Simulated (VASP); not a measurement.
# C (P6_3/mmc) in VASP: a series of runs

The runs below take C through single point, relaxation of shape and atoms at fixed volume, with PBE.

The COD entry that gives the cell may itself be a prediction, so a difference from it is no test against experiment.

Program: VASP 6.6.1. These are calculated values, not measurements. Logs are shortened: lines on timing, memory, paths and dates and some standing lists are left out, and cuts for length are marked.

### Step 1. The cell of the first run

Symmetry: P6_3/mmc, No. 194, hexagonal system. Conventional cell: a = 2.599 Å, b = 2.599 Å, c = 8.572 Å, α = 90.00°, β = 90.00°, γ = 120.00°. C (site symmetry 3m) has 4 C at 1.59 Å within 2.1 Å. C (site symmetry 3m) has 4 C at 1.59 to 1.62 Å within 2.1 Å.

### Step 2. Single point, PBE (volume scaled by 1.10, then relaxed in part)

INCAR reads:

```
PREC = Accurate
ENCUT = 520
EDIFF = 1E-6
ISMEAR = 0
SIGMA = 0.02
LREAL = False
LASPH = True
NELM = 80
ALGO = Normal
ISIF = 2
LWAVE = False
LCHARG = False
GGA = PE
NBANDS = 26
```

KPOINTS reads:

```
Automatic mesh
0
Gamma
  12 12 4
```

POSCAR reads:

```
C
1.0
    2.5994755643      0.0000000000      0.0000000000
   -1.2997377822      2.2512118752      0.0000000000
    0.0000000000      0.0000000000      8.5715060538
C
8
Direct
    0.0000000000      0.0000000000      0.0929900661
    0.0000000000      0.0000000000      0.5929900661
    0.0000000000      0.0000000000      0.4070099339
    0.0000000000      0.0000000000      0.9070099339
    0.3333333333      0.6666666667      0.1553532632
    0.6666666667      0.3333333333      0.6553532632
    0.3333333333      0.6666666667      0.3446467368
    0.6666666667      0.3333333333      0.8446467368
```

Potentials or basis: VASP PAW PBE potentials, release 64 (C).

On the command line:

```sh
cat potpaw_PBE.64/C/POTCAR > POTCAR
mpirun -np 1 vasp_std > vasp.out
```

OUTCAR:

```text
PREC = Accurate
   ENCUT = 520
   EDIFF = 1E-6
   ISMEAR = 0
   LREAL = False
   LASPH = True
   NELM = 80
   ISIF = 2
   GGA = PE

 ion  position               nearest neighbor table
   1  0.000  0.000  0.093-   5 1.59   5 1.59   5 1.59   4 1.59
   2  0.000  0.000  0.593-   6 1.59   6 1.59   6 1.59   3 1.59
   3  0.000  0.000  0.407-   7 1.59   7 1.59   7 1.59   2 1.59
   4  0.000  0.000  0.907-   8 1.59   8 1.59   8 1.59   1 1.59
   5  0.333  0.667  0.155-   1 1.59   1 1.59   1 1.59   7 1.62
   6  0.667  0.333  0.655-   2 1.59   2 1.59   2 1.59   8 1.62
   7  0.333  0.667  0.345-   3 1.59   3 1.59   3 1.59   5 1.62
   8  0.667  0.333  0.845-   4 1.59   4 1.59   4 1.59   6 1.62

  LATTYP: Found a hexagonal cell.
 ALAT       =     2.5994755643
 C/A-ratio  =     3.2973982027

  Lattice vectors:

 A1 = (   2.5994755643,   0.0000000000,   0.0000000000)
 A2 = (  -1.2997377822,   2.2512118752,   0.0000000000)
 A3 = (   0.0000000000,   0.0000000000,   8.5715060538)

Analysis of symmetry for initial positions (statically):
=====================================================================
 Subroutine PRICEL returns:
 Original cell was already a primitive cell.

 Routine SETGRP: Setting up the symmetry group for a
 hexagonal supercell.

 Subroutine GETGRP returns: Found 24 space group operations
 (whereof 12 operations were pure point group operations)
 out of a pool of 24 trial point group operations.

The static configuration has the point symmetry D_3d.
 The point group associated with its full space group is D_6h.

Analysis of symmetry for dynamics (positions and initial velocities):
=====================================================================
 Subroutine PRICEL returns:
 Original cell was already a primitive cell.

 Routine SETGRP: Setting up the symmetry group for a
 hexagonal supercell.

 Subroutine GETGRP returns: Found 24 space group operations
 (whereof 12 operations were pure point group operations)
 out of a pool of 24 trial point group operations.

The dynamic configuration has the point symmetry D_3d.
 The point group associated with its full space group is D_6h.

 Subroutine INISYM returns: Found 24 space group operations
 (whereof 12 operations are pure point group operations),
 and found     1 'primitive' translations

[... 108 lines left out ...]
   EDIFFG = 0.1E-04   stopping-criterion for IOM
   NSW    =      0    number of steps for IOM
   IBRION =     -1    ionic relax: 0-MD 1-quasi-New 2-CG
   NFREE  =      0    steps in history (QN), initial steepest desc. (CG)
   ISIF   =      2    stress and relaxation
   ISYM   =      2    0-nonsym 1-usesym 2-fastsym
   POTIM  = 0.5000    time-step for ionic-motion
   TEBEG  =    0.0;   TEEND  =   0.0 temperature during run
   PSTRESS=    0.0 pullay stress
   NELECT =      32.0000    total number of electrons
   NUPDOWN=      -1.0000    fix difference up-down
   EMIN   =  10.00;   EMAX   =-10.00  energy-range for DOS
   EFERMI =   0.00;   METHOD = LEGACY
   ISMEAR =     0;   SIGMA  =   0.02  broadening in eV -4-tet -1-fermi 0-gaus
   EFERMI_NEDOS =   21; number of points for ismear=-14 and -15
   IALGO  =     38    algorithm
   IMIX   =      4    mixing-type and parameters
     AMIX     =   0.40;   BMIX     =  1.00
     AMIX_MAG =   1.60;   BMIX_MAG =  1.00
  volume/ion in A,a.u.               =       6.27        42.31
  Fermi-wavevector in a.u.,A,eV,Ry     =   1.409305  2.663201 27.023093  1.986141
  Thomas-Fermi vector in A             =   2.531375
   LORBIT       =      0    0 simple, 1 ext, 2 COOP (PROOUT), +10 PAW based schemes
   GGA     = PE    functional components
   LHFCALC =     F    Hartree Fock is set to
   AEXX    =    0.0000 exact exchange contribution
   IVDW    =     0    specifies the selected vdW correction
   LEPSILON=     F    determine dielectric tensor
   LRPA    =     F    only Hartree local field effects (RPA)
 non-spin polarized calculation
 Gauss-broadening in eV      SIGMA  =   0.02
  energy-cutoff  :      520.00
  volume of cell :       50.16
 maximum number of plane-waves:      1380
 NGX is ok and might be reduce to    20
   NGX =  9   NGY =  9   NGZ = 31

 number of electron      32.0000002 magnetization

 Free energy of the ion-electron system (eV)
  ---------------------------------------------------
  ext. energy  EPLUGINS =         0.00000000
  ---------------------------------------------------
  free energy    TOTEN  =       -72.15943098 eV

  energy without entropy =      -72.15943098  energy(sigma->0) =      -72.15943098

 E-fermi :   8.5654     XC(G=0): -12.7513

 val. band max:        8.4288497159   @ k =   0.0000   0.0000   0.0000
 cond. band min:      12.7367920187   @ k =   0.4167   0.0000   0.0000
 fundamental gap:      4.3079423028
 Fermi energy:         8.5654465107

 k-point     1 :       0.0000    0.0000    0.0000
  band No.  band energies     occupation
      1     -11.8579      2.00000
      2     -10.3380      2.00000
      3     -10.2237      2.00000
      4      -6.7335      2.00000
      5      -3.9716      2.00000
      6       2.0769      2.00000
[... 685 lines left out ...]
     25      18.2451      0.00000
     26      19.5833      0.00000

 [... further k-points ...]

------------------------ aborting loop because EDIFF is reached ----------------------------------------

  FORCE on cell =-STRESS in cart. coord.  units (eV):
  Direction    XX          YY          ZZ          XY          YZ          ZX
  --------------------------------------------------------------------------------------
  -------------------------------------------------------------------------------------
  Total      -10.7164509    -10.7164509    -10.7045458      0.0000000      0.0000000      0.0000000
  in kB     -342.2963876   -342.2963876   -341.9161233      0.0000000      0.0000000      0.0000000
  external PRESSURE =    -342.1696329 kB  Pullay stress =       0.0000000 kB

 VOLUME and BASIS-vectors are now :
 -----------------------------------------------------------------------------
  energy-cutoff  :      520.00
  volume of cell :       50.16
      direct lattice vectors                 reciprocal lattice vectors
     2.599475564  0.000000000  0.000000000     0.384692980  0.222102595  0.000000000
    -1.299737782  2.251211875  0.000000000     0.000000000  0.444205191  0.000000000
     0.000000000  0.000000000  8.571506054     0.000000000  0.000000000  0.116665612

 POSITION                                       TOTAL-FORCE (eV/Angst)
 -----------------------------------------------------------------------------------
      0.00000      0.00000      0.79706         0.000000      0.000000      0.001904
      0.00000      0.00000      5.08282         0.000000      0.000000      0.001904
      0.00000      0.00000      3.48869         0.000000     -0.000000     -0.001904
      0.00000      0.00000      7.77444        -0.000000      0.000000     -0.001904
     -0.00000      1.50081      1.33161        -0.000000      0.000000      0.001061
      1.29974      0.75040      5.61736        -0.000000     -0.000000      0.001061
     -0.00000      1.50081      2.95414        -0.000000      0.000000     -0.001061
      1.29974      0.75040      7.23989         0.000000     -0.000000     -0.001061
 -----------------------------------------------------------------------------------
    total drift:                                0.000000      0.000000      0.000000

  FREE ENERGIE OF THE ION-ELECTRON SYSTEM (eV)
  ---------------------------------------------------
  free  energy   TOTEN  =       -72.1594309785 eV

  energy  without entropy=      -72.1594309785  energy(sigma->0) =      -72.15943098
```

Wall time 24 s (1 thread of Intel Xeon 6975P-C (Granite Rapids), shared host); peak memory 0.18 GiB.

Results:

| Item | Value |
| --- | --- |
| Free energy | -72.1594 eV |
| Pressure | -34.2 GPa |
| Band gap on the k mesh | 4.31 eV, indirect (least direct gap 5.10 eV) |

Levels at points of the mesh, in eV from the valence-band top:
| k point | band 14 | band 15 | band 16 | band 17 | band 18 | band 19 |
| --- | --- | --- | --- | --- | --- | --- |
| (0.00, 0.00, 0.00) | -0.15 | 0.00 | 0.00 | 5.10 | 5.10 | 5.20 |
| (0.50, 0.00, 0.00) | -4.26 | -3.29 | -2.69 | 4.39 | 5.23 | 5.72 |
| (0.00, 0.00, 0.50) | -0.58 | -0.58 | -0.58 | 5.79 | 5.79 | 5.79 |
| (0.50, 0.00, 0.50) | -4.28 | -3.31 | -3.31 | 4.70 | 4.70 | 6.68 |

 A k mesh can miss the band edges.

### Step 3. Relaxation of shape and atoms at fixed volume, PBE (volume scaled by 0.88)

INCAR reads:

```
SYSTEM = C
ALGO = Normal
EDIFF = 1E-7
EDIFFG = -0.01
ENCUT = 600
GGA = PE
IBRION = 2
ISIF = 4
ISMEAR = 0
LASPH = .True.
LCHARG = .False.
LREAL = .False.
LWAVE = .False.
NELM = 60
NSW = 50
PREC = Accurate
SIGMA = 0.02
```

KPOINTS reads:

```
k-points
0
Gamma
  12 12 4
  0 0 0
```

POSCAR reads:

```
C
1.0
    2.4126554282      0.0000000000      0.0000000000
   -1.2063277141      2.0894208914      0.0000000000
    0.0000000000      0.0000000000      7.9602736864
C
8
Direct
    0.0000000000      0.0000000000      0.0929304083
    0.0000000000      0.0000000000      0.5929304083
    0.0000000000      0.0000000000      0.4070695917
    0.0000000000      0.0000000000      0.9070695917
    0.3333333333      0.6666666667      0.1556763538
    0.6666666667      0.3333333333      0.6556763538
    0.3333333333      0.6666666667      0.3443236462
    0.6666666667      0.3333333333      0.8443236462
```

Potentials or basis: VASP PAW PBE potentials, release 64 (C).

On the command line:

```sh
cat potpaw_PBE.64/C/POTCAR > POTCAR
mpirun -np 1 vasp_std > vasp.out
```

Wall time 39 s (1 thread of Intel Xeon 6975P-C (Granite Rapids), shared host); peak memory 0.18 GiB.

Results (log left out):

```
Free energy                  : -71.5714 eV
Energy gained by relaxing    : 0.0 meV/atom
Ionic steps                  : 3
Pressure after relaxing      : 70.4 GPa
Largest force after relaxing : 0.005 eV/Å
Band gap on the k mesh       : 4.83 eV, indirect (least direct gap 5.55 eV)
```

Forces in eV/Å, atoms in the order of the input:
```
C    0.000  0.000  0.005
C    0.000  0.000  0.005
C    0.000  0.000 -0.005
C    0.000  0.000 -0.005
C    0.000  0.000  0.001
C    0.000  0.000  0.001
C    0.000  0.000 -0.001
C    0.000  0.000 -0.001
```

Stress tensor (GPa, compression positive):
```
70.32  0.00  0.00
 0.00 70.32  0.00
 0.00  0.00 70.55
```

Final structure:
```
CELL_PARAMETERS angstrom
2.41260 0.00000 0.00000
-1.20630 2.08937 0.00000
0.00000 0.00000 7.96066
ATOMIC_POSITIONS crystal
C 0.00000 0.00000 0.09291
C 0.00000 0.00000 0.59291
C 0.00000 0.00000 0.40709
C 0.00000 0.00000 0.90709
C 0.33333 0.66667 0.15573
C 0.66667 0.33333 0.65573
C 0.33333 0.66667 0.34427
C 0.66667 0.33333 0.84427
```

Levels at points of the mesh, in eV from the valence-band top:
```csv
k point,band 13,band 14,band 15,band 16,band 17,band 18,band 19,band 20
"(0.00, 0.00, 0.00)",-1.95,-0.33,0.00,0.00,5.55,5.55,5.80,7.52
"(0.50, 0.00, 0.00)",-5.58,-5.23,-4.20,-3.33,4.87,5.93,6.34,6.35
"(0.00, 0.00, 0.50)",-0.75,-0.75,-0.75,-0.75,6.41,6.41,6.41,6.41
"(0.50, 0.00, 0.50)",-5.33,-5.33,-4.13,-4.13,5.23,5.23,7.33,7.33
```

### Step 4. Relaxation of shape and atoms at fixed volume, PBE (volume scaled by 0.91)

INCAR reads:

```
  PREC = Accurate
  ENCUT = 600
  EDIFF = 1E-6
  ISMEAR = 0
  SIGMA = 0.02
  LREAL = F
  LASPH = T
  NELM = 80
  ALGO = Normal
  ISIF = 4
  LWAVE = F
  LCHARG = F
  GGA = PE
  IBRION = 2
  NSW = 50
  EDIFFG = -0.01
```

KPOINTS reads:

```
regular mesh
0
Gamma
  12 12 4
```

POSCAR reads:

```
C
1.0
    2.4398964592      0.0000000000      0.0000000000
   -1.2199482296      2.1130123163      0.0000000000
    0.0000000000      0.0000000000      8.0488628731
C
8
Direct
    0.0000000000      0.0000000000      0.0929464659
    0.0000000000      0.0000000000      0.5929464659
    0.0000000000      0.0000000000      0.4070535341
    0.0000000000      0.0000000000      0.9070535341
    0.3333333333      0.6666666667      0.1556270874
    0.6666666667      0.3333333333      0.6556270874
    0.3333333333      0.6666666667      0.3443729126
    0.6666666667      0.3333333333      0.8443729126
```

On the command line:

```sh
cat potpaw_PBE.64/C/POTCAR > POTCAR
mpirun -np 1 vasp_std > vasp.out
```

Wall time 40 s (1 thread of Intel Xeon 6975P-C (Granite Rapids), shared host); peak memory 0.18 GiB.

The run converged. Its results:

```
Free energy                  : -72.0868 eV
Energy gained by relaxing    : 0.0 meV/atom
Ionic steps                  : 3
Pressure after relaxing      : 48.9 GPa
Largest force after relaxing : 0.005 eV/Å
Band gap on the k mesh       : 4.75 eV, indirect (least direct gap 5.48 eV)
```

Forces on the atoms (eV/Å):
```
C    0.000  0.000  0.005
C    0.000  0.000  0.005
C    0.000  0.000 -0.005
C    0.000  0.000 -0.005
C    0.000  0.000  0.002
C    0.000  0.000  0.002
C    0.000  0.000 -0.002
C    0.000  0.000 -0.002
```

Stress tensor (GPa, compression positive):
```
48.81  0.00  0.00
 0.00 48.81  0.00
 0.00  0.00 48.98
```

Final structure:
```xyz
8
Lattice="2.4399 0.0000 0.0000 -1.2199 2.1130 0.0000 0.0000 0.0000 8.0491" Properties=species:S:1:pos:R:3 pbc="T T T"
C     0.0000    0.0000    0.7480
C     0.0000    0.0000    4.7725
C    -1.2199    2.1130    3.2766
C     0.0000    0.0000    7.3012
C     0.0000    1.4087    1.2531
C     1.2199    0.7043    5.2776
C     0.0000    1.4087    2.7715
C     1.2199    0.7043    6.7960
```

Levels at points of the mesh, in eV from the valence-band top:
| k point | band 13 | band 14 | band 15 | band 16 | band 17 | band 18 | band 19 | band 20 |
| --- | --- | --- | --- | --- | --- | --- | --- | --- |
| (0.00, 0.00, 0.00) | -1.89 | -0.30 | 0.00 | 0.00 | 5.48 | 5.48 | 5.71 | 7.41 |
| (0.50, 0.00, 0.00) | -5.40 | -5.07 | -4.05 | -3.23 | 4.80 | 5.85 | 6.25 | 6.26 |
| (0.00, 0.00, 0.50) | -0.72 | -0.72 | -0.72 | -0.72 | 6.32 | 6.32 | 6.32 | 6.32 |
| (0.50, 0.00, 0.50) | -5.16 | -5.16 | -4.00 | -4.00 | 5.16 | 5.16 | 7.24 | 7.24 |

### Step 5. The runs side by side

| task | cell | cutoff (eV) | gap on the mesh (eV) | pressure (GPa) |
| --- | --- | --- | --- | --- |
| single point | a = 2.599, b = 2.599, c = 8.572 Å, angles 90.0, 90.0, 120.0°, 8 atoms | 520 | 4.31 | -34.2 |
| relaxation of shape and atoms at fixed volume | relaxed from a = 2.413, b = 2.413, c = 7.960 Å, angles 90.0, 90.0, 120.0°, 8 atoms | 600 | 4.83 | 70.4 |
| relaxation of shape and atoms at fixed volume | relaxed from a = 2.440, b = 2.440, c = 8.049 Å, angles 90.0, 90.0, 120.0°, 8 atoms | 600 | 4.75 | 48.9 |

Alike in all rows: level PBE; potentials or basis VASP PAW PBE potentials, release 64 (C); no spin polarisation; k mesh 12 × 12 × 4; smearing gaussian 0.02 eV.

Absolute energies hang on the potentials; compare differences alone.
